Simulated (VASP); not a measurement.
# SrTiO3 (Pm-3m) in VASP: further runs, part 2 of 2

VASP 6.6.1.

## Step 3: Relaxation of cell and atoms, PBE

This run uses another cell than the first one, of 11.91 Å³/atom.

Input file INCAR:

```
SYSTEM = SrTiO3
ALGO = Normal
EDIFF = 1E-6
EDIFFG = -0.01
ENCUT = 600
GGA = PE
IBRION = 2
ISIF = 3
ISMEAR = -1
LASPH = .TRUE.
LCHARG = .FALSE.
LREAL = .FALSE.
LWAVE = .FALSE.
NELM = 60
NSW = 80
PREC = Accurate
SIGMA = 0.02
```

Input file KPOINTS:

```
k-points
0
G
  8 8 8
  0 0 0
```

Input file POSCAR:

```
SrTiO3
1.0
    3.9052800000      0.0000000000      0.0000000000
    0.0000000000      3.9052800000      0.0000000000
    0.0000000000      0.0000000000      3.9052800000
Sr Ti O
1 1 3
Direct
    0.5000000000      0.5000000000      0.5000000000
    0.0000000000      0.0000000000      0.0000000000
    0.5000000000      0.0000000000      0.0000000000
    0.0000000000      0.5000000000      0.0000000000
    0.0000000000      0.0000000000      0.5000000000
```

Potentials or basis: VASP PAW PBE potentials, release 64 (Sr_sv, Ti_sv, O).

On the command line:

```
> cat potpaw_PBE.64/Sr_sv/POTCAR potpaw_PBE.64/Ti_sv/POTCAR potpaw_PBE.64/O/POTCAR > POTCAR
> mpirun -np 1 vasp_std > vasp.out
```

OUTCAR:

```text
SYSTEM = SrTiO3
   EDIFF = 1E-6
   EDIFFG = -0.01
   ENCUT = 600
   GGA = PE
   IBRION = 2
   ISIF = 3
   ISMEAR = -1
   LASPH = .TRUE.
   LREAL = .FALSE.
   NELM = 60
   NSW = 80
   PREC = Accurate

 ion  position               nearest neighbor table
   1  0.500  0.500  0.500-   3 2.76   4 2.76   5 2.76   3 2.76   4 2.76   3 2.76   5 2.76   3 2.76
                             4 2.76   5 2.76   4 2.76   5 2.76   2 3.38   2 3.38   2 3.38   2 3.38
   2  0.000  0.000  0.000-   3 1.95   4 1.95   5 1.95   5 1.95   4 1.95   3 1.95   1 3.38   1 3.38
                             1 3.38   1 3.38   1 3.38   1 3.38   1 3.38   1 3.38
   3  0.500  0.000  0.000-   2 1.95   2 1.95   1 2.76   1 2.76   1 2.76   1 2.76
   4  0.000  0.500  0.000-   2 1.95   2 1.95   1 2.76   1 2.76   1 2.76   1 2.76
   5  0.000  0.000  0.500-   2 1.95   2 1.95   1 2.76   1 2.76   1 2.76   1 2.76

  LATTYP: Found a simple cubic cell.
 ALAT       =     3.9052800000

  Lattice vectors:

 A1 = (   3.9052800000,   0.0000000000,   0.0000000000)
 A2 = (   0.0000000000,   3.9052800000,   0.0000000000)
 A3 = (   0.0000000000,   0.0000000000,   3.9052800000)

Analysis of symmetry for initial positions (statically):
=====================================================================
[... 186 lines left out ...]
  -------------------------------------------------------------------------------------
  Total        1.7434942      1.7434942      1.7434942      0.0000000     -0.0000000      0.0000000
  in kB       46.9001858     46.9001858     46.9001858      0.0000000     -0.0000000      0.0000000
  external PRESSURE =      46.9001858 kB  Pullay stress =       0.0000000 kB
[... 65 lines left out ...]
--------------------------------------- Ionic step        3  -------------------------------------------

 number of electron      39.9999974 magnetization

 Free energy of the ion-electron system (eV)
  ---------------------------------------------------
  ext. energy  EPLUGINS =         0.00000000
  ---------------------------------------------------
  free energy    TOTEN  =       -40.10690156 eV

  energy without entropy =      -40.10690156  energy(sigma->0) =      -40.10690156

 E-fermi :   4.3550     XC(G=0): -11.1291

 val. band max:        3.9456697425   @ k =   0.5000   0.5000   0.5000
 cond. band min:       5.7522739030   @ k =   0.0000   0.0000   0.0000
 fundamental gap:      1.8066041606
 Fermi energy:         4.3550109562

 k-point     1 :       0.0000    0.0000    0.0000
  band No.  band energies     occupation
      1     -52.6285      2.00000
      2     -28.9272      2.00000
      3     -28.8580      2.00000
      4     -28.8580      2.00000
      5     -28.8580      2.00000
      6     -13.3848      2.00000
[... 637 lines left out ...]
     23       7.9468      0.00000
     24       9.4598      0.00000

 [... further k-points ...]

------------------------ aborting loop because EDIFF is reached ----------------------------------------

  FORCE on cell =-STRESS in cart. coord.  units (eV):
  Direction    XX          YY          ZZ          XY          YZ          ZX
  --------------------------------------------------------------------------------------
  -------------------------------------------------------------------------------------
  Total       -0.0063925     -0.0063925     -0.0063925      0.0000000      0.0000000      0.0000000
  in kB       -0.1674257     -0.1674257     -0.1674257      0.0000000      0.0000000      0.0000000
  external PRESSURE =      -0.1674257 kB  Pullay stress =       0.0000000 kB
[... 20 lines left out ...]
  FREE ENERGIE OF THE ION-ELECTRON SYSTEM (eV)
  ---------------------------------------------------
  free  energy   TOTEN  =       -40.1069015647 eV

  energy  without entropy=      -40.1069015647  energy(sigma->0) =      -40.10690156

 reached required accuracy - stopping structural energy minimisation
```

CONTCAR:

```text
SrTiO3
   1.00000000000000
     3.9402048287536378    0.0000000000000000    0.0000000000000000
     0.0000000000000000    3.9402048287536378    0.0000000000000000
    -0.0000000000000000   -0.0000000000000000    3.9402048287536378
  Sr              Ti              O
     1     1     3
Direct
     0.5000000000000000    0.5000000000000000    0.5000000000000000
     0.0000000000000000    0.0000000000000000    0.0000000000000000
     0.5000000000000000    0.0000000000000000    0.0000000000000000
     0.0000000000000000    0.5000000000000000    0.0000000000000000
     0.0000000000000000    0.0000000000000000    0.5000000000000000

  0.00000000E+00  0.00000000E+00  0.00000000E+00
  0.00000000E+00  0.00000000E+00  0.00000000E+00
  0.00000000E+00  0.00000000E+00  0.00000000E+00
  0.00000000E+00  0.00000000E+00  0.00000000E+00
  0.00000000E+00  0.00000000E+00  0.00000000E+00
```

Run time: 2.8 min. Hardware: 1 thread of Intel Xeon 8259CL, shared host; peak memory 0.23 GiB.

What came out:

| Item | Value |
| --- | --- |
| Free energy | -40.1069 eV |
| Relaxed volume | 12.23 Å³/atom |
| Relaxed cell | a = 3.940 Å, b = 3.940 Å, c = 3.940 Å, α = 90.00°, β = 90.00°, γ = 90.00° |
| Space group after relaxing (to 0.1 Å) | Pm-3m (No. 221) |
| Energy gained by relaxing | 4.6 meV/atom |
| Ionic steps | 3 |
| Pressure after relaxing | 0.0 GPa |
| Band gap on the k mesh | 1.81 eV (least direct gap 2.18 eV) |

The path:
```
step  energy change (eV)  largest force (eV/Å)  pressure (GPa)  volume (Å³)
   1              0.0000                0.0000            4.69        59.56
   2             -0.0057                0.0000           -3.75        62.62
   3             -0.0232                0.0000           -0.02        61.17
```

Final structure:
```
Sr Ti O
1.0
     3.94020    0.00000    0.00000
     0.00000    3.94020    0.00000
     0.00000    0.00000    3.94020
Sr Ti O
1 1 3
Direct
  0.50000 0.50000 0.50000
  0.00000 0.00000 0.00000
  0.50000 0.00000 0.00000
  0.00000 0.50000 0.00000
  0.00000 0.00000 0.50000
```

Levels at points of the mesh, in eV from the valence-band top:
```tsv
k point	band 18	band 19	band 20	band 21	band 22	band 23
(0.00, 0.00, 0.00)	-0.37	-0.37	-0.37	1.81	1.81	1.81
(0.50, 0.00, 0.00)	-1.90	-0.73	-0.73	1.96	3.64	3.64
(0.50, 0.50, 0.00)	-1.54	-1.54	-0.09	3.65	3.65	4.09
(0.50, 0.50, 0.50)	0.00	0.00	0.00	4.29	4.29	4.29
```
